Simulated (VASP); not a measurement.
# HfN (Fm-3m) in VASP: a series of runs, part 2 of 2

VASP 6.6.1.

## (4) Single point, PBEsol+D3(BJ)

This run uses another cell than the first one, of 11.22 Å³/atom, 0.974 times its volume.

File INCAR:

```
  PREC = Accurate
  ENCUT = 520
  EDIFF = 1E-6
  ISMEAR = 0
  SIGMA = 0.1
  LREAL = F
  LASPH = T
  NELM = 100
  ALGO = Normal
  ISIF = 2
  LWAVE = F
  LCHARG = T
  GGA = PS
  IVDW = 12
  LELF = T
  LVHAR = T
  NBANDS = 14
```

File KPOINTS:

```
Automatic mesh
0
Gamma
  16 16 16
```

File POSCAR:

```
HfN
1.0
    0.0000000000      2.2389603916      2.2389603916
    2.2389603916      0.0000000000      2.2389603916
    2.2389603916      2.2389603916      0.0000000000
Hf N
1 1
Direct
    0.0000000000      0.0000000000      0.0000000000
    0.5000000000      0.5000000000      0.5000000000
```

Potentials or basis: VASP PAW PBE potentials, release 64 (Hf_pv, N).

The run is started by

```sh
> cat potpaw_PBE.64/Hf_pv/POTCAR potpaw_PBE.64/N/POTCAR > POTCAR
> mpirun -np 1 vasp_std > vasp.out
```

OUTCAR:

```text
PREC = Accurate
   ENCUT = 520
   EDIFF = 1E-6
   ISMEAR = 0
   LREAL = F
   LASPH = T
   NELM = 100
   ISIF = 2
   GGA = PS
   IVDW = 12
 IVDW          = 12

 ion  position               nearest neighbor table
   1  0.000  0.000  0.000-   2 2.24   2 2.24   2 2.24   2 2.24   2 2.24   2 2.24
   2  0.500  0.500  0.500-   1 2.24   1 2.24   1 2.24   1 2.24   1 2.24   1 2.24

  LATTYP: Found a face centered cubic cell.
 ALAT       =     4.4779207832

  Lattice vectors:

 A1 = (   0.0000000000,   2.2389603916,   2.2389603916)
 A2 = (   2.2389603916,   0.0000000000,   2.2389603916)
 A3 = (   2.2389603916,   2.2389603916,   0.0000000000)

Analysis of symmetry for initial positions (statically):
=====================================================================
 Subroutine PRICEL returns:
 Original cell was already a primitive cell.

 Routine SETGRP: Setting up the symmetry group for a
 face centered cubic supercell.

 Subroutine GETGRP returns: Found 48 space group operations
 (whereof 48 operations were pure point group operations)
 out of a pool of 48 trial point group operations.

The static configuration has the point symmetry O_h .

Analysis of symmetry for dynamics (positions and initial velocities):
=====================================================================
 Subroutine PRICEL returns:
 Original cell was already a primitive cell.

 Routine SETGRP: Setting up the symmetry group for a
 face centered cubic supercell.

 Subroutine GETGRP returns: Found 48 space group operations
 (whereof 48 operations were pure point group operations)
 out of a pool of 48 trial point group operations.

The dynamic configuration has the point symmetry O_h .

 Subroutine INISYM returns: Found 48 space group operations
 (whereof 48 operations are pure point group operations),
 and found     1 'primitive' translations

----------------------------------------------------------------------------------------

                                     Primitive cell

[... 119 lines left out ...]
   LEPSILON=     F    determine dielectric tensor
   LRPA    =     F    only Hartree local field effects (RPA)
 non-spin polarized calculation
 Gauss-broadening in eV      SIGMA  =   0.10
  energy-cutoff  :      520.00
  volume of cell :       22.45
 maximum number of plane-waves:       620
   NGX = 11   NGY = 11   NGZ = 11

 number of electron      15.0000001 magnetization

 Free energy of the ion-electron system (eV)
  ---------------------------------------------------
  ext. energy  EPLUGINS =         0.00000000
  ---------------------------------------------------
  free energy    TOTEN  =       -22.99437116 eV

  energy without entropy =      -22.99143510  energy(sigma->0) =      -22.99290313

 E-fermi :   8.4298     XC(G=0): -13.0343

 val. band max:        8.4178184671   @ k =  -0.4375   0.3125   0.1250
 cond. band min:       8.4309214079   @ k =  -0.1250   0.0625   0.0000
 fundamental gap:      0.0131029408
 Fermi energy:         8.4297885693

 k-point     1 :       0.0000    0.0000    0.0000
  band No.  band energies     occupation
      1     -22.5174      2.00000
      2     -22.5174      2.00000
      3     -22.5174      2.00000
      4      -9.1588      2.00000
      5       5.4245      2.00000
      6       5.4245      2.00000
      7       5.4245      2.00000
      8       8.0502      2.00000
      9       8.0502      2.00000
     10       8.0502      2.00000
     11      10.4463      0.00000
     12      10.4463      0.00000
     13      10.5105      0.00000
     14      18.0408      0.00000
[... 377 lines left out ...]
      1     -22.6259      2.00000
      2     -22.5442      2.00000
      3     -22.5193      2.00000
      4      -8.9050      2.00000
      5       4.3783      2.00000
      6       4.7234      2.00000
      7       5.0529      2.00000
      8       8.2304      1.99520
      9       8.2305      1.99517
     10       8.6952      0.00017
     11      10.6266      0.00000
     12      11.4846      0.00000
     13      11.5344      0.00000
     14      18.8674      0.00000

 [... further k-points ...]

------------------------ aborting loop because EDIFF is reached ----------------------------------------

 Edisp (eV)   -0.79751

 E8    (eV) :    -0.5598

  FORCE on cell =-STRESS in cart. coord.  units (eV):
  Direction    XX          YY          ZZ          XY          YZ          ZX
  --------------------------------------------------------------------------------------
  -------------------------------------------------------------------------------------
  Total      -0.46135    -0.46135    -0.46135    -0.00000     0.00000     0.00000
  in kB     -32.92862   -32.92862   -32.92862    -0.00000     0.00000     0.00000
  external pressure =      -32.93 kB  Pullay stress =        0.00 kB

 VOLUME and BASIS-vectors are now :
 -----------------------------------------------------------------------------
  energy-cutoff  :      520.00
  volume of cell :       22.45
      direct lattice vectors                 reciprocal lattice vectors
     0.000000000  2.238960392  2.238960392    -0.223317930  0.223317930  0.223317930
     2.238960392  0.000000000  2.238960392     0.223317930 -0.223317930  0.223317930
     2.238960392  2.238960392  0.000000000     0.223317930  0.223317930 -0.223317930

 POSITION                                       TOTAL-FORCE (eV/Angst)
 -----------------------------------------------------------------------------------
      0.00000      0.00000      0.00000         0.000000      0.000000      0.000000
      2.23896      2.23896      2.23896        -0.000000     -0.000000     -0.000000
 -----------------------------------------------------------------------------------
    total drift:                                0.000000     -0.000000     -0.000000

  FREE ENERGIE OF THE ION-ELECTRON SYSTEM (eV)
  ---------------------------------------------------
  free  energy   TOTEN  =       -23.7918812899 eV

  energy  without entropy=      -23.7889452290  energy(sigma->0) =      -23.79041326
```

stdout:

```text
POSCAR found type information on POSCAR HfN
 POSCAR found :  2 types and       2 ions
 scaLAPACK will be used
 -----------------------------------------------------------------------------
|                                                                             |
|                                                                             |
|     You enforced a specific xc type in the INCAR file but a different       |
|     I HOPE YOU KNOW WHAT YOU ARE DOING!                                     |
|                                                                             |
 -----------------------------------------------------------------------------

 LDA part: xc-table for (Slater+PW92), standard interpolation
 POSCAR, INCAR and KPOINTS ok, starting setup
 FFT: planning ... GRIDC
 FFT: planning ... GRID_SOFT
 FFT: planning ... GRID
 WAVECAR not read
 entering main loop
```

Wall time 18 s (1 thread of Intel Xeon 6975P-C (Granite Rapids), shared host); peak memory 0.18 GiB.

Results:

| Quantity | Value |
| --- | --- |
| Free energy | -23.7919 eV |
| Pressure | -3.3 GPa |
| Dispersion energy per atom | -0.399 eV |

Caveat: three body term missing; the PAW data sets were made with another functional, which shifts forces and pressure a little; spin-orbit coupling is left out, which moves the levels of the heavy elements; pairwise dispersion overbinds metals, which lowers pressure and volume.

## (5) Summary

| task | level | cell | cutoff (eV) | smearing | gap on the mesh (eV) | pressure (GPa) |
| --- | --- | --- | --- | --- | --- | --- |
| relaxation of cell and atoms | PBEsol | relaxed from a = 3.195 Å, angles 60.0°, 2 atoms | 600 | gaussian 0.1 eV | none | -0.1 |
| single point | PBEsol | a = 3.068 Å, angles 60.0°, 2 atoms | 520 | fermi-dirac 0.15 eV | none | 37.9 |
| single point | PBEsol+D3(BJ) | a = 3.166 Å, angles 60.0°, 2 atoms | 520 | gaussian 0.1 eV | none | -3.3 |

Alike in all rows: potentials or basis VASP PAW PBE potentials, release 64 (Hf_pv, N); no spin polarisation; k mesh 16 × 16 × 16.

Caveats: the PAW data sets were made with another functional, which shifts forces and pressure a little; spin-orbit coupling is left out, which moves the levels of the heavy elements; three body term missing (some runs); pairwise dispersion overbinds metals, which lowers pressure and volume (some runs).

Absolute energies hang on the potentials; compare differences alone.
